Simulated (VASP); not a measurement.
# Bi (Fm-3m) in VASP: a series of runs

Runs on Bi. Level: revPBE. Tasks: single point.

Everything below comes from runs of VASP 6.6.1. Logs are shortened: lines on timing, memory, paths and dates and some standing lists are left out, and cuts for length are marked.

### 1 The cell of the first run

It takes space group Fm-3m (No. 225, cubic). The conventional cell has a = 4.855 Å, b = 4.855 Å, c = 4.855 Å, α = 90.00°, β = 90.00°, γ = 90.00°. Bi (site symmetry m-3m) has 12 Bi at 3.43 Å within 4.5 Å.

This isn't the form of Bi at room conditions, which is rhombohedral.

### 2 Single point, revPBE (28.61 Å³/atom)

Input file INCAR:

```
PREC     = Accurate       # precision mode
ENCUT    = 520            # plane-wave cutoff, eV
EDIFF    = 1E-7           # SCF threshold, eV
ISMEAR   = -1             # smearing method
SIGMA    = 0.1            # smearing width, eV
LREAL    = F              # projectors in reciprocal space
LASPH    = T              # aspherical terms in the spheres
NELM     = 100            # most SCF steps
ALGO     = Normal         # electronic algorithm
ISIF     = 2              # what is computed and relaxed
LWAVE    = F              # write WAVECAR
LCHARG   = F              # write CHGCAR
GGA      = RE             # functional
NBANDS   = 14             # bands
```

Input file KPOINTS:

```
regular mesh
0
Gamma
  18 18 18
```

Input file POSCAR:

```
Bi
1.0
    0.0000000000      2.4275186197      2.4275186197
    2.4275186197      0.0000000000      2.4275186197
    2.4275186197      2.4275186197      0.0000000000
Bi
1
Direct
    0.0000000000      0.0000000000      0.0000000000
```

Potentials or basis: VASP PAW PBE potentials, release 64 (Bi_d).

Command:

```console
cat potpaw_PBE.64/Bi_d/POTCAR > POTCAR
mpirun -np 1 vasp_std > vasp.out
```

OUTCAR:

```text
PREC = Accurate
   ENCUT = 520
   EDIFF = 1E-7
   ISMEAR = -1
   LREAL = F
   LASPH = T
   NELM = 100
   ISIF = 2
   GGA = RE

 ion  position               nearest neighbor table
   1  0.000  0.000  0.000-

  LATTYP: Found a face centered cubic cell.
 ALAT       =     4.8550372394

  Lattice vectors:

 A1 = (   0.0000000000,   2.4275186197,   2.4275186197)
 A2 = (   2.4275186197,   0.0000000000,   2.4275186197)
 A3 = (   2.4275186197,   2.4275186197,   0.0000000000)

Analysis of symmetry for initial positions (statically):
=====================================================================
 Subroutine PRICEL returns:
 Original cell was already a primitive cell.

 Routine SETGRP: Setting up the symmetry group for a
 face centered cubic supercell.

 Subroutine GETGRP returns: Found 48 space group operations
 (whereof 48 operations were pure point group operations)
 out of a pool of 48 trial point group operations.

The static configuration has the point symmetry O_h .

Analysis of symmetry for dynamics (positions and initial velocities):
=====================================================================
 Subroutine PRICEL returns:
 Original cell was already a primitive cell.

 Routine SETGRP: Setting up the symmetry group for a
 face centered cubic supercell.

 Subroutine GETGRP returns: Found 48 space group operations
 (whereof 48 operations were pure point group operations)
 out of a pool of 48 trial point group operations.

The dynamic configuration has the point symmetry O_h .

 Subroutine INISYM returns: Found 48 space group operations
 (whereof 48 operations are pure point group operations),
 and found     1 'primitive' translations

----------------------------------------------------------------------------------------

                                     Primitive cell

  volume of cell :      28.6100

  direct lattice vectors                    reciprocal lattice vectors
     0.000000000  2.427518620  2.427518620    -0.205971644  0.205971644  0.205971644
     2.427518620  0.000000000  2.427518620     0.205971644 -0.205971644  0.205971644
     2.427518620  2.427518620  0.000000000     0.205971644  0.205971644 -0.205971644

  length of vectors
     3.433029755  3.433029755  3.433029755     0.356753352  0.356753352  0.356753352

  position of ions in fractional coordinates (direct lattice)
     0.000000000  0.000000000  0.000000000

  ion indices of the primitive-cell ions
   primitive index   ion index
[... 75 lines left out ...]
   EDIFFG = 0.1E-05   stopping-criterion for IOM
   NSW    =      0    number of steps for IOM
   IBRION =     -1    ionic relax: 0-MD 1-quasi-New 2-CG
   NFREE  =      0    steps in history (QN), initial steepest desc. (CG)
   ISIF   =      2    stress and relaxation
   ISYM   =      2    0-nonsym 1-usesym 2-fastsym
   POTIM  = 0.5000    time-step for ionic-motion
   TEBEG  =    0.0;   TEEND  =   0.0 temperature during run
   PSTRESS=    0.0 pullay stress
   NELECT =      15.0000    total number of electrons
   NUPDOWN=      -1.0000    fix difference up-down
   EMIN   =  10.00;   EMAX   =-10.00  energy-range for DOS
   EFERMI =   0.00;   METHOD = LEGACY
   ISMEAR =    -1;   SIGMA  =   0.10  broadening in eV -4-tet -1-fermi 0-gaus
   EFERMI_NEDOS =   21; number of points for ismear=-14 and -15
   IALGO  =     38    algorithm
   IMIX   =      4    mixing-type and parameters
     AMIX     =   0.40;   BMIX     =  1.00
     AMIX_MAG =   1.60;   BMIX_MAG =  1.00
  volume/ion in A,a.u.               =      28.61       193.07
  Fermi-wavevector in a.u.,A,eV,Ry     =   1.320077  2.494584 23.709566  1.742604
  Thomas-Fermi vector in A             =   2.449929
   LORBIT       =      0    0 simple, 1 ext, 2 COOP (PROOUT), +10 PAW based schemes
   GGA     = RE    functional components
   LHFCALC =     F    Hartree Fock is set to
   AEXX    =    0.0000 exact exchange contribution
   IVDW    =     0    specifies the selected vdW correction
   LEPSILON=     F    determine dielectric tensor
   LRPA    =     F    only Hartree local field effects (RPA)
 non-spin polarized calculation
  energy-cutoff  :      520.00
  volume of cell :       28.61
 maximum number of plane-waves:       785
 NGX is ok and might be reduce to    28
   NGX = 13   NGY = 13   NGZ = 13

 number of electron      14.9999998 magnetization

 Free energy of the ion-electron system (eV)
  ---------------------------------------------------
  ext. energy  EPLUGINS =         0.00000000
  ---------------------------------------------------
  free energy    TOTEN  =        -3.29974605 eV

  energy without entropy =       -3.27729782  energy(sigma->0) =       -3.28852193

 E-fermi :   9.2084     XC(G=0): -10.6512

 val. band max:        9.1924182282   @ k =  -0.3889   0.3889   0.1111
 cond. band min:       9.2284812970   @ k =   0.4444   0.3333   0.0556
 fundamental gap:      0.0360630688
 Fermi energy:         9.2084059714

 k-point     1 :       0.0000    0.0000    0.0000
  band No.  band energies     occupation
      1     -14.0458      2.00000
      2     -14.0458      2.00000
      3     -14.0458      2.00000
      4     -13.9518      2.00000
      5     -13.9518      2.00000
      6      -5.0453      2.00000
      7      14.7232      0.00000
      8      14.7232      0.00000
      9      14.7232      0.00000
     10      18.1396      0.00000
     11      19.0188      0.00000
     12      20.4188      0.00000
     13      20.4188      0.00000
     14      20.4188      0.00000
[... 377 lines left out ...]
      1     -14.0424      2.00000
      2     -14.0179      2.00000
      3     -14.0171      2.00000
      4     -13.9408      2.00000
      5     -13.9167      2.00000
      6      -3.9063      2.00000
      7       8.3878      1.99945
      8      12.7532      0.00000
      9      14.1668      0.00000
     10      17.3962      0.00000
     11      19.2955      0.00000
     12      20.1228      0.00000
     13      21.7055      0.00000
     14      21.8993      0.00000

 [... further k-points ...]
[... 5 lines left out ...]
  --------------------------------------------------------------------------------------
  -------------------------------------------------------------------------------------
  Total        1.4165551      1.4165551      1.4165551     -0.0000000      0.0000000      0.0000000
  in kB       79.3279729     79.3279729     79.3279729     -0.0000000      0.0000000      0.0000000
  external PRESSURE =      79.3279729 kB  Pullay stress =       0.0000000 kB

 VOLUME and BASIS-vectors are now :
 -----------------------------------------------------------------------------
  energy-cutoff  :      520.00
  volume of cell :       28.61
      direct lattice vectors                 reciprocal lattice vectors
     0.000000000  2.427518620  2.427518620    -0.205971644  0.205971644  0.205971644
     2.427518620  0.000000000  2.427518620     0.205971644 -0.205971644  0.205971644
     2.427518620  2.427518620  0.000000000     0.205971644  0.205971644 -0.205971644

 POSITION                                       TOTAL-FORCE (eV/Angst)
 -----------------------------------------------------------------------------------
      0.00000      0.00000      0.00000         0.000000      0.000000      0.000000
 -----------------------------------------------------------------------------------
    total drift:                               -0.000000     -0.000000     -0.000000

  FREE ENERGIE OF THE ION-ELECTRON SYSTEM (eV)
  ---------------------------------------------------
  free  energy   TOTEN  =        -3.2997460481 eV

  energy  without entropy=       -3.2772978172  energy(sigma->0) =       -3.28852193
```

Wall time 64 s (1 thread of Intel Xeon Platinum 8488C (Sapphire Rapids), shared host); peak memory 0.21 GiB.

Results:

```
Free energy            : -3.2997 eV
Pressure               : 7.9 GPa
Band gap on the k mesh : zero (an odd number of electrons rules out a gap without spin polarisation)
```

Levels at points of the mesh, in eV from the Fermi level:
```
           k point  band 4  band 5  band 6  band 7  band 8  band 9  band 10  band 11
(0.00, 0.00, 0.00)  -23.16  -23.16  -14.25    5.51    5.51    5.51     8.93     9.81
(0.50, 0.00, 0.00)  -23.06  -23.06  -10.92   -5.86    3.72    3.72     7.87     8.48
(0.50, 0.50, 0.00)  -23.04  -23.04   -9.62   -4.97    0.33    0.33     4.07     5.26
```

Caveat: the cell stands under pressure; the PAW data sets were made with another functional, which shifts forces and pressure a little; spin-orbit coupling is left out, which moves the levels of the heavy elements.

### 3 Single point, revPBE (31.21 Å³/atom)

This run uses another cell than the first one, of 31.21 Å³/atom.

Input file INCAR:

```
SYSTEM = Bi
ALGO = Normal ; EDIFF = 1E-7
ENCUT = 520 ; GGA = RE
ISIF = 2 ; ISMEAR = -1
LASPH = .TRUE. ; LCHARG = .TRUE.
LELF = .TRUE. ; LREAL = .FALSE.
LVHAR = .TRUE. ; LWAVE = .FALSE.
NBANDS = 14 ; NELM = 80
PREC = Accurate ; SIGMA = 0.1
```

Input file KPOINTS:

```
k-points
0
G
  18 18 18
  0 0 0
```

Input file POSCAR:

```
Bi
1.0
    0.0000000000      2.4989568475      2.4989568475
    2.4989568475      0.0000000000      2.4989568475
    2.4989568475      2.4989568475      0.0000000000
Bi
1
Direct
    0.0000000000      0.0000000000      0.0000000000
```

Potentials or basis: VASP PAW PBE potentials, release 64 (Bi_d).

Command:

```console
cat potpaw_PBE.64/Bi_d/POTCAR > POTCAR
mpirun -np 1 vasp_std > vasp.out
```

Run time: 1.9 min. Hardware: 1 thread of Intel Xeon Platinum 8488C (Sapphire Rapids), shared host; peak memory 0.21 GiB.

Results (log left out):

```yaml
Free_energy: -3.3772 eV
Pressure: 1.9 GPa
Band_gap_on_the_k_mesh: zero (an odd number of electrons rules out a gap without spin polarisation)
```

Levels at points of the mesh, in eV from the Fermi level:
| k point | band 4 | band 5 | band 6 | band 7 | band 8 | band 9 | band 10 | band 11 |
| --- | --- | --- | --- | --- | --- | --- | --- | --- |
| (0.00, 0.00, 0.00) | -23.11 | -23.11 | -13.61 | 4.91 | 4.91 | 4.91 | 8.76 | 9.00 |
| (0.50, 0.00, 0.00) | -23.04 | -23.04 | -10.77 | -5.31 | 3.33 | 3.33 | 7.28 | 8.54 |
| (0.50, 0.50, 0.00) | -23.02 | -23.02 | -9.67 | -4.50 | 0.33 | 0.33 | 3.99 | 5.18 |

Caveat: the PAW data sets were made with another functional, which shifts forces and pressure a little; spin-orbit coupling is left out, which moves the levels of the heavy elements.

### 4 Single point, revPBE (32.51 Å³/atom)

This run uses another cell than the first one, of 32.51 Å³/atom.

Input file INCAR:

```
PREC = Accurate
ENCUT = 520
EDIFF = 1E-6
ISMEAR = -1
SIGMA = 0.1
LREAL = False
LASPH = True
NELM = 80
ALGO = Normal
ISIF = 2
LWAVE = False
LCHARG = True
GGA = RE
LELF = True
LVHAR = True
NBANDS = 14
```

Input file KPOINTS:

```
Automatic mesh
0
Gamma
  18 18 18
```

Input file POSCAR:

```
Bi
1.0
    0.0000000000      2.5331933874      2.5331933874
    2.5331933874      0.0000000000      2.5331933874
    2.5331933874      2.5331933874      0.0000000000
Bi
1
Direct
    0.0000000000      0.0000000000      0.0000000000
```

Command:

```console
cat potpaw_PBE.64/Bi_d/POTCAR > POTCAR
mpirun -np 1 vasp_std > vasp.out
```

Wall time 1.9 min (1 thread of Intel Xeon Platinum 8488C (Sapphire Rapids), shared host); peak memory 0.21 GiB.

Results (log left out):

```yaml
Free_energy: -3.3845 eV
Pressure: -0.2 GPa
Band_gap_on_the_k_mesh: zero (an odd number of electrons rules out a gap without spin polarisation)
```

Levels at points of the mesh, in eV from the Fermi level:
| k point | band 4 | band 5 | band 6 | band 7 | band 8 | band 9 | band 10 | band 11 |
| --- | --- | --- | --- | --- | --- | --- | --- | --- |
| (0.00, 0.00, 0.00) | -23.10 | -23.10 | -13.34 | 4.64 | 4.64 | 4.64 | 8.30 | 9.03 |
| (0.50, 0.00, 0.00) | -23.03 | -23.03 | -10.70 | -5.07 | 3.16 | 3.16 | 7.04 | 8.56 |
| (0.50, 0.50, 0.00) | -23.02 | -23.02 | -9.69 | -4.30 | 0.33 | 0.33 | 3.97 | 5.15 |

Caveat: the PAW data sets were made with another functional, which shifts forces and pressure a little; spin-orbit coupling is left out, which moves the levels of the heavy elements.

### 5 Single point, revPBE (36.41 Å³/atom)

This run uses another cell than the first one, of 36.41 Å³/atom.

Input file INCAR:

```
SYSTEM = Bi
PREC = Accurate
ENCUT = 520
EDIFF = 1E-7
ISMEAR = -1
SIGMA = 0.1
LREAL = .FALSE.
LASPH = .TRUE.
NELM = 60
ALGO = Normal
ISIF = 2
LWAVE = .FALSE.
LCHARG = .FALSE.
GGA = RE
NBANDS = 14
```

Input file KPOINTS:

```
Automatic mesh
0
G
  18 18 18
  0 0 0
```

Input file POSCAR:

```
Bi
1.0
    0.0000000000      2.6307183446      2.6307183446
    2.6307183446      0.0000000000      2.6307183446
    2.6307183446      2.6307183446      0.0000000000
Bi
1
Direct
    0.0000000000      0.0000000000      0.0000000000
```

Command:

```console
cat potpaw_PBE.64/Bi_d/POTCAR > POTCAR
mpirun -np 1 vasp_std > vasp.out
```

Run time: 75 s. Hardware: 1 thread of Intel Xeon Platinum 8488C (Sapphire Rapids), shared host; peak memory 0.22 GiB.

Results (log left out):

```
Free energy            : -3.3264 eV
Pressure               : -4.3 GPa
Band gap on the k mesh : zero (an odd number of electrons rules out a gap without spin polarisation)
```

Levels at points of the mesh, in eV from the Fermi level:
```
           k point  band 4  band 5  band 6  band 7  band 8  band 9  band 10  band 11
(0.00, 0.00, 0.00)  -23.07  -23.07  -12.66    3.95    3.95    3.95     7.11     9.06
(0.50, 0.00, 0.00)  -23.03  -23.03  -10.55   -4.44    2.71    2.71     6.43     8.58
(0.50, 0.50, 0.00)  -23.01  -23.01   -9.77   -3.77    0.31    0.31     3.92     5.08
```

Caveat: the cell stands under tension; the PAW data sets were made with another functional, which shifts forces and pressure a little; spin-orbit coupling is left out, which moves the levels of the heavy elements.

### 6 Summary

| cell | gap on the mesh (eV) | pressure (GPa) |
| --- | --- | --- |
| a = 3.433 Å, angles 60.0°, 1 atom | none | 7.9 |
| a = 3.534 Å, angles 60.0°, 1 atom | none | 1.9 |
| a = 3.582 Å, angles 60.0°, 1 atom | none | -0.2 |
| a = 3.720 Å, angles 60.0°, 1 atom | none | -4.3 |

Alike in all rows: task single point; level revPBE; potentials or basis VASP PAW PBE potentials, release 64 (Bi_d); no spin polarisation; k mesh 18 × 18 × 18; cutoff (eV) 520; smearing fermi-dirac 0.1 eV.

Caveats: the PAW data sets were made with another functional, which shifts forces and pressure a little; spin-orbit coupling is left out, which moves the levels of the heavy elements; the cell stands under pressure (at least some runs); the cell stands under tension (at least some runs).

Absolute energies hang on the potentials; compare differences alone.

The gap in the log of VASP goes by the Fermi energy; the results here count the filled bands.